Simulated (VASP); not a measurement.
A run of VASP 6.6.1 is set up as follows.

Contents of INCAR:

```
SYSTEM = KNbO3
PREC = Accurate ; ENCUT = 600
EDIFF = 1E-6 ; ISMEAR = 1
SIGMA = 0.05 ; LREAL = .FALSE.
LASPH = .TRUE. ; NELM = 120
ALGO = Normal ; ISIF = 2
LWAVE = .FALSE. ; LCHARG = .FALSE.
GGA = PE ; NBANDS = 28
GGA_COMPAT = .FALSE.
```

The input KPOINTS:

```
Automatic mesh
0
G
  6 6 6
  0 0 0
```

File POSCAR:

```
KNbO3
1.0
    4.0291830000      0.0000000000      0.0000000000
    0.0000000000      4.0291830000      0.0000000000
    0.0000000000      0.0000000000      4.0291830000
K Nb O
1 1 3
Direct
    0.0000000000      0.0000000000      0.0000000000
    0.5000000000      0.5000000000      0.5000000000
    0.0000000000      0.5000000000      0.5000000000
    0.5000000000      0.0000000000      0.5000000000
    0.5000000000      0.5000000000      0.0000000000
```

Potentials or basis: VASP PAW PBE potentials, release 64 (K_sv, Nb_sv, O).

Command:

```console
$ cat potpaw_PBE.64/K_sv/POTCAR potpaw_PBE.64/Nb_sv/POTCAR potpaw_PBE.64/O/POTCAR > POTCAR
$ mpirun -np 1 vasp_std > vasp.out
```

**Question.** Estimate the pressure.

**Answer.** -0.6 GPa.

**Question.** What does it give for the band gap on the k mesh?

**Answer.** 1.51 eV, indirect (least direct gap 2.17 eV).

A k mesh can miss the band edges.
